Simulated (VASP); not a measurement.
Wanted: the native input for a VASP 6.6.1 run.

* Task: single point
* Functional: r2SCAN0
* Potentials or basis: VASP PAW PBE potentials, release 64 (In_d, Pd)
* Cutoff: 520 eV
* k mesh: 4 × 4 × 4
* Occupations: fermi-dirac, width 0.05 eV
* Spin: no spin polarisation
* Dipole correction: no
* Grid for exact exchange (PRECFOCK): Normal
* Further INCAR settings: ALGO = Normal; EDIFF = 1e-07; NBANDS = 18
* Share of exact exchange: 0.25

The system is InPd.

```
CELL_PARAMETERS angstrom
3.27188 0.00000 0.00000
0.00000 3.27188 0.00000
0.00000 0.00000 3.27188
ATOMIC_POSITIONS crystal
In 0.00000 0.00000 0.00000
Pd 0.50000 0.50000 0.50000
```

One way to write it, as run:

POSCAR

```
InPd
1.0
    3.2718847800      0.0000000000      0.0000000000
    0.0000000000      3.2718847800      0.0000000000
    0.0000000000      0.0000000000      3.2718847800
In Pd
1 1
Direct
    0.0000000000      0.0000000000      0.0000000000
    0.5000000000      0.5000000000      0.5000000000
```

INCAR.step1

```
ALGO = Normal ; EDIFF = 1E-5
ENCUT = 520 ; GGA = PE
ISIF = 2 ; ISMEAR = -1
LASPH = T ; LCHARG = F
LREAL = F ; LWAVE = T
NBANDS = 18 ; NELM = 100
PREC = Accurate ; SIGMA = 0.05
```

INCAR.step2

```
AEXX = 0.25 ; ALGO = Normal
EDIFF = 1E-7 ; ENCUT = 520
ISIF = 2 ; ISMEAR = -1
ISTART = 1 ; LASPH = T
LCHARG = F ; LHFCALC = T
LMIXTAU = T ; LREAL = F
LWAVE = F ; METAGGA = R2SCAN
NBANDS = 18 ; NELM = 100
PREC = Accurate ; PRECFOCK = Normal
SIGMA = 0.05
```

KPOINTS

```
k-points
0
Gamma
  4 4 4
```

Potentials or basis: VASP PAW PBE potentials, release 64 (In_d, Pd).

Launch:

```bash
$ cat potpaw_PBE.64/In_d/POTCAR potpaw_PBE.64/Pd/POTCAR > POTCAR
$ cp INCAR.step1 INCAR
$ mpirun -np 1 vasp_std > vasp.out
$ cp INCAR.step2 INCAR
$ mpirun -np 1 vasp_std > vasp.out
```

It gave:

```
Pressure               : -2.9 GPa
Band gap on the k mesh : zero (an odd number of electrons rules out a gap without spin polarisation)
```

Caveat: the k points lie up to 0.48 Å⁻¹ apart, too coarse for converged energies and pressures of a metal; the PAW data sets were made with another functional, which shifts forces and pressure a little; spin-orbit coupling is left out, which moves the levels of the heavy elements.

Wall time 54 min on 1 thread of Intel(R) Xeon(R) Platinum 8375C CPU @ 2.90GHz (Ice Lake), on a shared host, peak memory 0.16 GiB.
